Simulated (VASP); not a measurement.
# CoSn2 (I4/mcm) in VASP: further runs

The runs below take CoSn2 through single point, with PBEsol.

Everything below comes from runs of VASP 6.6.1. Logs are shortened: lines on timing, memory, paths and dates and some standing lists are left out, and cuts for length are marked.

**1. The cell of the first run**

Symmetry: I4/mcm, No. 140, tetragonal system. Conventional cell: a = 6.365 Å, b = 6.365 Å, c = 5.457 Å, α = 90.00°, β = 90.00°, γ = 90.00°. Co (site symmetry 422) has 2 Co at 2.73 Å and 8 Sn at 2.76 Å within 3.6 Å. Sn (site symmetry m2m) has 4 Co at 2.76 Å and 11 Sn at 2.84 to 3.39 Å within 3.6 Å.

**2. Single point, PBEsol**

Input file INCAR:

```
SYSTEM = CoSn2
PREC     = Accurate       ! precision mode
ENCUT    = 520            ! plane-wave cutoff, eV
EDIFF    = 1E-6           ! SCF threshold, eV
ISMEAR   = 0              ! smearing method
SIGMA    = 0.1            ! smearing width, eV
LREAL    = .FALSE.        ! projectors in reciprocal space
LASPH    = .TRUE.         ! aspherical terms in the spheres
NELM     = 100            ! most SCF steps
ALGO     = Normal         ! electronic algorithm
ISIF     = 2              ! what is computed and relaxed
LWAVE    = .FALSE.        ! write WAVECAR
LCHARG   = .TRUE.         ! write CHGCAR
GGA      = PS             ! functional
LELF     = .TRUE.         ! ELF
LVHAR    = .TRUE.       
NBANDS   = 46             ! bands
```

Input file KPOINTS:

```
Automatic mesh
0
Gamma
  4 4 4
  0.5 0.5 0.5
```

Input file POSCAR:

```
CoSn2
1.0
   -3.1825000000      3.1825000000      2.7285000000
    3.1825000000     -3.1825000000      2.7285000000
    3.1825000000      3.1825000000     -2.7285000000
Co Sn
2 4
Direct
    0.2500000000      0.2500000000      0.0000000000
    0.7500000000      0.7500000000      0.0000000000
    0.6580000000      0.1580000000      0.8160000000
    0.1580000000      0.3420000000      0.5000000000
    0.3420000000      0.8420000000      0.1840000000
    0.8420000000      0.6580000000      0.5000000000
```

Potentials or basis: VASP PAW PBE potentials, release 64 (Co, Sn_d).

Command:

```
$ cat potpaw_PBE.64/Co/POTCAR potpaw_PBE.64/Sn_d/POTCAR > POTCAR
$ mpirun -np 1 vasp_std > vasp.out
```

OUTCAR:

```text
SYSTEM = CoSn2
   PREC = Accurate
   ENCUT = 520
   EDIFF = 1E-6
   ISMEAR = 0
   LREAL = .FALSE.
   LASPH = .TRUE.
   NELM = 100
   ISIF = 2
   GGA = PS

 ion  position               nearest neighbor table
   1  0.250  0.250  0.000-   2 2.73   2 2.73   6 2.76   3 2.76   4 2.76   5 2.76   4 2.76   6 2.76
                             3 2.76   5 2.76
   2  0.750  0.750  0.000-   1 2.73   1 2.73   5 2.76   3 2.76   5 2.76   6 2.76   6 2.76   3 2.76
                             4 2.76   4 2.76
   3  0.658  0.158  0.816-   1 2.76   2 2.76   1 2.76   2 2.76   5 2.84   5 3.19   5 3.19   6 3.39
                             4 3.39   4 3.39   6 3.39   6 3.39   4 3.39   4 3.39   6 3.39
   4  0.158  0.342  0.500-   2 2.76   1 2.76   1 2.76   2 2.76   6 2.84   6 3.19   6 3.19   5 3.39
                             3 3.39   3 3.39   5 3.39   5 3.39   5 3.39   3 3.39   3 3.39
   5  0.342  0.842  0.184-   1 2.76   2 2.76   1 2.76   2 2.76   3 2.84   3 3.19   3 3.19   6 3.39
                             4 3.39   6 3.39   4 3.39   4 3.39   6 3.39   6 3.39   4 3.39
   6  0.842  0.658  0.500-   1 2.76   2 2.76   2 2.76   1 2.76   4 2.84   4 3.19   4 3.19   5 3.39
                             3 3.39   3 3.39   5 3.39   5 3.39   5 3.39   3 3.39   3 3.39

  LATTYP: Found a body centered tetragonal cell.
 ALAT       =     6.3650000000
 C/A-ratio  =     0.8573448547

  Lattice vectors:

 A1 = (  -3.1825000000,   3.1825000000,   2.7285000000)
 A2 = (   3.1825000000,  -3.1825000000,   2.7285000000)
 A3 = (   3.1825000000,   3.1825000000,  -2.7285000000)

Analysis of symmetry for initial positions (statically):
=====================================================================
 Subroutine PRICEL returns:
 Original cell was already a primitive cell.

 Routine SETGRP: Setting up the symmetry group for a
 body centered tetragonal supercell.

 Subroutine GETGRP returns: Found 16 space group operations
 (whereof  8 operations were pure point group operations)
 out of a pool of 16 trial point group operations.

The static configuration has the point symmetry C_4h.
 The point group associated with its full space group is D_4h.

Analysis of symmetry for dynamics (positions and initial velocities):
=====================================================================
 Subroutine PRICEL returns:
 Original cell was already a primitive cell.

 Routine SETGRP: Setting up the symmetry group for a
 body centered tetragonal supercell.

 Subroutine GETGRP returns: Found 16 space group operations
 (whereof  8 operations were pure point group operations)
 out of a pool of 16 trial point group operations.

The dynamic configuration has the point symmetry C_4h.
 The point group associated with its full space group is D_4h.

 Subroutine INISYM returns: Found 16 space group operations
 (whereof  8 operations are pure point group operations),
 and found     1 'primitive' translations

----------------------------------------------------------------------------------------

                                     Primitive cell

  volume of cell :     110.5403

  direct lattice vectors                    reciprocal lattice vectors
    -3.182500000  3.182500000  2.728500000     0.000000000  0.157109191  0.183250870
     3.182500000 -3.182500000  2.728500000     0.157109191  0.000000000  0.183250870
     3.182500000  3.182500000 -2.728500000     0.157109191  0.157109191  0.000000000

  length of vectors
     5.263204798  5.263204798  5.263204798     0.241379741  0.241379741  0.222185949

  position of ions in fractional coordinates (direct lattice)
     0.250000000  0.250000000  0.000000000
     0.750000000  0.750000000  0.000000000
     0.658000000  0.158000000  0.816000000
     0.158000000  0.342000000  0.500000000
     0.342000000  0.842000000  0.184000000
     0.842000000  0.658000000  0.500000000

  ion indices of the primitive-cell ions
   primitive index   ion index
                 1           1
                 2           2
                 3           3
                 4           4
                 5           5
                 6           6

----------------------------------------------------------------------------------------

 KPOINTS: Automatic mesh

Automatic generation of k-mesh.
 Grid dimensions read from file:
 generate k-points for:    4    4    4

 Generating k-lattice:

  Cartesian coordinates                     Fractional coordinates (reciprocal lattice)
     0.000000000  0.039277298  0.045812718     0.250000000  0.000000000 -0.000000000
     0.039277298  0.000000000  0.045812718     0.000000000  0.250000000 -0.000000000
     0.039277298  0.039277298  0.000000000     0.000000000  0.000000000  0.250000000

  Length of vectors
     0.060344935  0.060344935  0.055546487

  Shift w.r.t. Gamma in fractional coordinates (k-lattice)
     0.500000000  0.500000000  0.500000000

 Subroutine IBZKPT returns following result:
 ===========================================

 Found     11 irreducible k-points:

 Following reciprocal coordinates:
            Coordinates               Weight
  0.125000  0.125000  0.125000      8.000000
  0.375000  0.125000  0.125000      8.000000
 -0.125000  0.125000  0.125000      4.000000
  0.375000  0.375000  0.125000      4.000000
 -0.375000  0.375000  0.125000      8.000000
 -0.125000  0.375000  0.125000      8.000000
 -0.375000 -0.375000  0.125000      8.000000
 -0.125000 -0.375000  0.125000      8.000000
 -0.125000 -0.125000  0.125000      2.000000
 -0.375000  0.375000  0.375000      4.000000
 -0.375000 -0.375000  0.375000      2.000000
   k-points           NKPTS =     11   k-points in BZ     NKDIM =     11   number of bands    NBANDS=     46
   number of dos      NEDOS =    301   number of ions     NIONS =      6
   total plane-waves  NPLWV =  64000
   dimension x,y,z NGX =    40 NGY =   40 NGZ =   40
   dimension x,y,z NGXF=    80 NGYF=   80 NGZF=   80
   ions per type =               2   4
   NGX,Y,Z   is equivalent  to a cutoff of  12.63, 12.63, 12.63 a.u.
   NGXF,Y,Z  is equivalent  to a cutoff of  25.27, 25.27, 25.27 a.u.
 SYSTEM =  CoSn2
   PREC   = accura    normal or accurate (medium, high low for compatibility)
   ISTART =      0    job   : 0-new  1-cont  2-samecut
   ICHARG =      2    charge: 1-file 2-atom 10-const
   ISPIN  =      1    spin polarized calculation?
   LNONCOLLINEAR =      F non collinear calculations
   LSORBIT =      F    spin-orbit coupling
   LASPH  =      T    aspherical Exc in radial PAW
   ENCUT  =  520.0 eV  38.22 Ry    6.18 a.u.   9.79  9.79  9.79*2*pi/ulx,y,z
   NELM   =    100;   NELMIN=  2; NELMDL= -5     # of ELM steps
   EDIFF  = 0.1E-05   stopping-criterion for ELM
   LREAL  =      F    real-space projection
   EDIFFG = 0.1E-04   stopping-criterion for IOM
   NSW    =      0    number of steps for IOM
   IBRION =     -1    ionic relax: 0-MD 1-quasi-New 2-CG
   NFREE  =      0    steps in history (QN), initial steepest desc. (CG)
   ISIF   =      2    stress and relaxation
   ISYM   =      2    0-nonsym 1-usesym 2-fastsym
   POTIM  = 0.5000    time-step for ionic-motion
   TEBEG  =    0.0;   TEEND  =   0.0 temperature during run
   PSTRESS=    0.0 pullay stress
   NELECT =      74.0000    total number of electrons
   NUPDOWN=      -1.0000    fix difference up-down
   EMIN   =  10.00;   EMAX   =-10.00  energy-range for DOS
   EFERMI =   0.00;   METHOD = LEGACY
   ISMEAR =     0;   SIGMA  =   0.10  broadening in eV -4-tet -1-fermi 0-gaus
   EFERMI_NEDOS =   21; number of points for ismear=-14 and -15
   IALGO  =     38    algorithm
   IMIX   =      4    mixing-type and parameters
     AMIX     =   0.40;   BMIX     =  1.00
     AMIX_MAG =   1.60;   BMIX_MAG =  1.00
  volume/ion in A,a.u.               =      18.42       124.33
  Fermi-wavevector in a.u.,A,eV,Ry     =   1.432117  2.706309 27.904990  2.050959
  Thomas-Fermi vector in A             =   2.551779
   LORBIT       =      0    0 simple, 1 ext, 2 COOP (PROOUT), +10 PAW based schemes
   GGA     = PS    functional components
   LHFCALC =     F    Hartree Fock is set to
   AEXX    =    0.0000 exact exchange contribution
   IVDW    =     0    specifies the selected vdW correction
   LEPSILON=     F    determine dielectric tensor
   LRPA    =     F    only Hartree local field effects (RPA)
 non-spin polarized calculation
 Gauss-broadening in eV      SIGMA  =   0.10
  energy-cutoff  :      520.00
  volume of cell :      110.54
 maximum number of plane-waves:      2985
   NGX = 19   NGY = 19   NGZ = 19

 number of electron      74.0000012 magnetization

 Free energy of the ion-electron system (eV)
  ---------------------------------------------------
  ext. energy  EPLUGINS =         0.00000000
  ---------------------------------------------------
  free energy    TOTEN  =       -33.12260084 eV

  energy without entropy =      -33.10438305  energy(sigma->0) =      -33.11349195

 E-fermi :  10.3752     XC(G=0): -11.9095

 val. band max:       10.3651724160   @ k =  -0.3750   0.3750   0.3750
 cond. band min:      10.4047891856   @ k =   0.1250   0.1250   0.1250
 fundamental gap:      0.0396167696
 Fermi energy:        10.3752354421

 k-point     1 :       0.1250    0.1250    0.1250
  band No.  band energies     occupation
      1     -11.2460      2.00000
      2     -11.2217      2.00000
      3     -11.1867      2.00000
      4     -11.1221      2.00000
      5     -11.0982      2.00000
      6     -11.0896      2.00000
[... 38 lines left out ...]
     45      15.2242      0.00000
     46      15.7707      0.00000

 k-point     2 :       0.3750    0.1250    0.1250
  band No.  band energies     occupation
      1     -11.2439      2.00000
      2     -11.2439      2.00000
      3     -11.1671      2.00000
      4     -11.1671      2.00000
      5     -11.0964      2.00000
      6     -11.0964      2.00000
[... 38 lines left out ...]
     45      14.5887      0.00000
     46      14.5887      0.00000

 k-point     3 :      -0.1250    0.1250    0.1250
  band No.  band energies     occupation
      1     -11.2305      2.00000
      2     -11.2078      2.00000
      3     -11.1728      2.00000
      4     -11.1163      2.00000
      5     -11.1114      2.00000
      6     -11.1043      2.00000
[... 38 lines left out ...]
     45      15.6749      0.00000
     46      15.7842      0.00000

 k-point     4 :       0.3750    0.3750    0.1250
  band No.  band energies     occupation
      1     -11.2559      2.00000
      2     -11.2267      2.00000
      3     -11.1890      2.00000
      4     -11.1214      2.00000
      5     -11.1202      2.00000
      6     -11.0874      2.00000
[... 283 lines left out ...]
     45      15.5577      0.00000
     46      15.7610      0.00000

 k-point    10 :      -0.3750    0.3750    0.3750
  band No.  band energies     occupation
      1     -11.2523      2.00000
      2     -11.2512      2.00000
      3     -11.2226      2.00000
      4     -11.1373      2.00000
      5     -11.0713      2.00000
      6     -11.0667      2.00000
[... 38 lines left out ...]
     45      15.3542      0.00000
     46      15.8624      0.00000

 k-point    11 :      -0.3750   -0.3750    0.3750
  band No.  band energies     occupation
      1     -11.2557      2.00000
      2     -11.2491      2.00000
      3     -11.1878      2.00000
      4     -11.1713      2.00000
      5     -11.0936      2.00000
      6     -11.0936      2.00000
[... 38 lines left out ...]
     45      16.4678      0.00000
     46      16.6875      0.00000

------------------------ aborting loop because EDIFF is reached ----------------------------------------

  FORCE on cell =-STRESS in cart. coord.  units (eV):
  Direction    XX          YY          ZZ          XY          YZ          ZX
  --------------------------------------------------------------------------------------
  -------------------------------------------------------------------------------------
  Total       -3.2302615     -3.2302615     -2.4464039      0.0000000      0.0000000      0.0000000
  in kB      -46.8195770    -46.8195770    -35.4583048      0.0000000      0.0000000      0.0000000
  external PRESSURE =     -43.0324863 kB  Pullay stress =       0.0000000 kB

 VOLUME and BASIS-vectors are now :
 -----------------------------------------------------------------------------
  energy-cutoff  :      520.00
  volume of cell :      110.54
      direct lattice vectors                 reciprocal lattice vectors
    -3.182500000  3.182500000  2.728500000     0.000000000  0.157109191  0.183250870
     3.182500000 -3.182500000  2.728500000     0.157109191  0.000000000  0.183250870
     3.182500000  3.182500000 -2.728500000     0.157109191  0.157109191  0.000000000

 POSITION                                       TOTAL-FORCE (eV/Angst)
 -----------------------------------------------------------------------------------
      0.00000      0.00000      1.36425        -0.000000      0.000000      0.000000
      0.00000      0.00000      4.09275        -0.000000      0.000000      0.000000
      1.00567      4.18817      0.00000         0.617229      0.617229      0.000000
      2.17683      1.00567      0.00000        -0.617229      0.617229      0.000000
      2.17683     -1.00567      2.72850        -0.617229     -0.617229     -0.000000
      1.00567      2.17683      2.72850         0.617229     -0.617229     -0.000000
 -----------------------------------------------------------------------------------
    total drift:                                0.000000      0.000000     -0.000000

  FREE ENERGIE OF THE ION-ELECTRON SYSTEM (eV)
  ---------------------------------------------------
  free  energy   TOTEN  =       -33.1226008423 eV

  energy  without entropy=      -33.1043830502  energy(sigma->0) =      -33.11349195
```

Run time: 65 s. Hardware: 1 thread of Intel Xeon 6975P-C, shared host; peak memory 0.25 GiB.

Results:

```
Free energy            : -33.1226 eV
Pressure               : -4.3 GPa
Largest force          : 0.873 eV/Å
Band gap on the k mesh : zero (band 37 reaches 10.75 eV, above the bottom of band 38 at 9.83 eV)
```

Forces on the atoms (eV/Å):
```
Co   0.000  0.000  0.000
Co   0.000  0.000  0.000
Sn   0.617  0.617  0.000
Sn  -0.617  0.617  0.000
Sn  -0.617 -0.617  0.000
Sn   0.617 -0.617  0.000
```

Caveat: the k points lie up to 0.38 Å⁻¹ apart; the PAW data sets were made with another functional, which shifts forces and pressure a little; spin-orbit coupling is left out, which moves the levels of the heavy elements.

[end of part 1 of 2]
